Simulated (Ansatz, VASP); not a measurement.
## MnS in VASP and in Ansatz

Contents of INCAR:

```
PREC     = Accurate       # precision mode
ENCUT    = 600            # plane-wave cutoff, eV
EDIFF    = 1E-6           # SCF threshold, eV
ISMEAR   = -1             # smearing method
SIGMA    = 0.05           # smearing width, eV
LREAL    = F              # projectors in reciprocal space
LASPH    = T              # aspherical terms in the spheres
NELM     = 200            # most SCF steps
ALGO     = Normal         # electronic algorithm
ISIF     = 2              # what is computed and relaxed
LWAVE    = F              # write WAVECAR
LCHARG   = T              # write CHGCAR
ISPIN    = 2              # spin polarisation
MAGMOM   = 3 0            # initial moments
LORBIT   = 11             # projections on sites
NUPDOWN  = 3.0            # fixed moment
LMAXMIX  = 4              # l up to which the mixer works
GGA      = PS             # functional
LELF     = T              # ELF
LVHAR    = T            
NBANDS   = 22             # bands
GGA_COMPAT= F
```

File KPOINTS:

```
regular mesh
0
Gamma
  7 7 7
```

Contents of POSCAR:

```
MnS
1.0
    0.0000000000      2.6045000000      2.6045000000
    2.6045000000      0.0000000000      2.6045000000
    2.6045000000      2.6045000000      0.0000000000
Mn S
1 1
Direct
    0.0000000000      0.0000000000      0.0000000000
    0.5000000000      0.5000000000      0.5000000000
```

Contents of input.yaml:

```yaml
crystal:
  lattice:
    - [0.0, 2.6045, 2.6045]
    - [2.6045, 0.0, 2.6045]
    - [2.6045, 2.6045, 0.0]
  atoms:
    - { symbol: Mn, position: [0.0, 0.0, 0.0], spin: 3.0 }
    - { symbol: S, position: [0.5, 0.5, 0.5] }
hamiltonian:
  xc: pbesol
  pseudopotentials: { kind: paw }
magnetization:
  spin_polarized: true
  initial_magnetization: 3.0
  spin_locking: { lock_magnetization: hard }
kpoints:
  mp_grid: { grid: [7, 7, 7] }
scf:
  occupations: { method: fermi_dirac, width: 0.05 }
  lower_state_search: "off"
output:
  forces: true
  stress: true
  eigenvalues: true
```

Alike in both runs: task single point; functional PBEsol; k mesh 7 × 7 × 7; occupations fermi-dirac, width 0.05 eV; collinear spin; fixed moment 3 μB.

|  | VASP | Ansatz |
| --- | --- | --- |
| version | VASP 6.6.1 | Ansatz 0.2.0 |
| potentials or method | VASP PAW PBE potentials, release 64 (Mn_sv, S) | Ansatz PAW |
| plane-wave cutoff (eV) | 600 | 420 |
| valence electrons in the cell | 21 | 21 |

|  | VASP | Ansatz | Ansatz less VASP |
| --- | --- | --- | --- |
| pressure (GPa) | -21.7 | -21.0 | +0.72 |
| net moment per atom (μB) | 1.50 | 1.50 | 0.000 |
| size of the moment on the site where the two differ most (μB) | 2.86 | 2.97 | +0.109 |

VASP's potentials were made for PBE, not for PBEsol. Site moments also hang on the region over which each program counts them.
